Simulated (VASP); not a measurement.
Set up this calculation in VASP 6.6.1, as the native input.

```
Task                   : relaxation of cell and atoms
Functional             : PBE
Potentials or basis    : VASP PAW PBE potentials, release 64 (Nb_sv, Cu, P)
Cutoff                 : 600 eV
k mesh                 : 18 × 18 × 8
Occupations            : gaussian, width 0.1 eV
Spin                   : no spin polarisation
Dipole correction      : no
Further INCAR settings : ALGO = Normal; EDIFF = 1e-07; IBRION = 2; EDIFFG = -0.01; NSW = 100; ISIF = 3
```

The structure of NbCuP2 lies in POSCAR:

```
NbCuP2
1.0
    3.5635332574      0.0000000000      0.0000000000
   -1.7817666287      3.0861103282      0.0000000000
    0.0000000000      0.0000000000      5.5343956840
Nb Cu P
1 1 2
Direct
    0.3333333333      0.6666666667      0.5000000000
    0.3333333333      0.6666666667      0.0000000000
    0.0000000000      0.0000000000      0.7698560198
    0.0000000000      0.0000000000      0.2301439802
```

One way to write it, as run:

INCAR

```
SYSTEM = NbCuP2
PREC = Accurate
ENCUT = 600
EDIFF = 1E-7
ISMEAR = 0
SIGMA = 0.1
LREAL = .False.
LASPH = .True.
NELM = 80
ALGO = Normal
ISIF = 3
LWAVE = .False.
LCHARG = .False.
GGA = PE
IBRION = 2
NSW = 100
EDIFFG = -0.01
```

KPOINTS

```
regular mesh
0
Gamma
  18 18 8
  0 0 0
```

Potentials or basis: VASP PAW PBE potentials, release 64 (Nb_sv, Cu, P).

Command:

```bash
$ cat potpaw_PBE.64/Nb_sv/POTCAR potpaw_PBE.64/Cu/POTCAR potpaw_PBE.64/P/POTCAR > POTCAR
$ mpirun -np 1 vasp_std > vasp.out
```

Results of the run:

```
Relaxed volume                        : 15.27 Å³/atom
Relaxed cell                          : a = 3.572 Å, b = 3.572 Å, c = 5.528 Å, α = 90.00°, β = 90.00°, γ = 120.00°
Space group after relaxing (to 0.1 Å) : P-6m2 (No. 187)
Energy gained by relaxing             : 0.2 meV/atom
Ionic steps                           : 5
Pressure after relaxing               : 0.0 GPa
Largest force after relaxing          : 0.008 eV/Å
Band gap on the k mesh                : zero (bands 17 and 18 overlap by 0.58 eV)
```

Run time: 14 min on 1 thread of Intel(R) Xeon(R) Platinum 8488C (Sapphire Rapids) (shared host), peak memory 0.44 GiB.
